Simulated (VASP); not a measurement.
# CdC2: vibrations by perturbation theory with PBE

Crystal: CdC2.

```xyz
3
Lattice="-2.0185 2.0185 2.7429 2.0185 -2.0185 2.7429 2.0185 2.0185 -2.7429" Properties=species:S:1:pos:R:3 pbc="T T T"
Cd    0.0000    0.0000    0.0000
C     0.0000    0.0000    3.3651
C     0.0000    0.0000    2.1207
```

```json
{"Program": "VASP 6.6.1", "Task": "vibrations by perturbation theory", "Functional": "PBE", "Potentials or basis": "VASP PAW PBE potentials, release 64 (Cd, C)", "Cutoff": "520 eV", "k mesh": "8 × 8 × 8", "Occupations": "gaussian, width 0.01 eV", "Spin": "no spin polarisation", "Dipole correction": "no", "Further INCAR settings": "ALGO = Normal; EDIFF = 1e-08; IBRION = 8; NSW = 1"}
```

| Item | Value |
| --- | --- |
| Electronic dielectric tensor (diagonal) | 4.43, 4.43, 5.80 |
| Born charges (mean of the diagonal) | Cd +2.33; C -1.17 e |
| Highest phonon frequency at Γ | 2007 cm⁻¹ |
| Most unstable mode | 117i cm⁻¹ |

Phonon frequencies in cm⁻¹ (negative: imaginary):
| q point | frequencies |
| --- | --- |
| (0.000, 0.000, 0.000) | -117 -117 0 0 0 323 323 526 2007 |

Electronic dielectric tensor:
```
4.43 0.00 0.00
0.00 4.43 0.00
0.00 0.00 5.80
```

Born effective charge tensors (e):
atom 1, Cd
```
2.51 0.00 0.00
0.00 2.51 0.00
0.00 0.00 1.99
```
atom 2, C
```
-1.25  0.00  0.00
 0.00 -1.25  0.00
 0.00  0.00 -0.99
```
atom 3, C
```
-1.25  0.00  0.00
 0.00 -1.25  0.00
 0.00  0.00 -0.99
```

Wall time 5.5 min on 1 thread of Intel(R) Xeon(R) 6975P-C (Granite Rapids), with other jobs on the host, peak memory 0.36 GiB.

Caveat: the cell stands under pressure or tension, which shifts response properties; some modes are imaginary.
